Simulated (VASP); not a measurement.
Wanted: the native input for a VASP 6.6.1 run.

```
Task                   : single point
Functional             : PBE
Potentials or basis    : VASP PAW PBE potentials, release 64 (Lu, Ge_d, O)
Cutoff                 : 520 eV
k mesh                 : 4 × 4 × 4
Occupations            : gaussian, width 0.1 eV
Spin                   : no spin polarisation
Dipole correction      : no
Further INCAR settings : ALGO = Normal; EDIFF = 1e-06; NBANDS = 44
```

The structure of LuGe3O lies in POSCAR:

```
LuGe3O
1.0
    4.0658556000      0.0000000000      0.0000000000
    0.0000000000      4.0658556000      0.0000000000
    0.0000000000      0.0000000000      5.1507622600
Lu Ge O
1 3 1
Direct
    0.0000000000      0.0000000000      0.0000000000
    0.0000000000      0.5000000000      0.5000000000
    0.5000000000      0.0000000000      0.5000000000
    0.5000000000      0.5000000000      0.1076000000
    0.5000000000      0.5000000000      0.6650000200
```

These files were run (other wordings do the same):

INCAR

```
SYSTEM = LuGe3O
PREC     = Accurate       ! precision mode
ENCUT    = 520            ! plane-wave cutoff, eV
EDIFF    = 1E-6           ! SCF threshold, eV
ISMEAR   = 0              ! smearing method
SIGMA    = 0.1            ! smearing width, eV
LREAL    = .False.        ! projectors in reciprocal space
LASPH    = .True.         ! aspherical terms in the spheres
NELM     = 60             ! most SCF steps
ALGO     = Normal         ! electronic algorithm
ISIF     = 2              ! what is computed and relaxed
LWAVE    = .False.        ! write WAVECAR
LCHARG   = .False.        ! write CHGCAR
GGA      = PE             ! functional
NBANDS   = 44             ! bands
```

KPOINTS

```
regular mesh
0
Gamma
  4 4 4
  0 0 0
```

Potentials or basis: VASP PAW PBE potentials, release 64 (Lu, Ge_d, O).

Command:

```bash
$ cat potpaw_PBE.64/Lu/POTCAR potpaw_PBE.64/Ge_d/POTCAR potpaw_PBE.64/O/POTCAR > POTCAR
$ mpirun -np 1 vasp_std > vasp.out
```

It gave:

* Pressure: 6.9 GPa
* Largest force: 0.798 eV/Å

Caveat: the k points lie up to 0.39 Å⁻¹ apart; an odd number of electrons without spin polarisation forces a metal; a magnetic or distorted state may lie lower.

It took 36 s on 1 thread of Intel(R) Xeon(R) 6975P-C (Granite Rapids), on a shared host, peak memory 0.22 GiB.
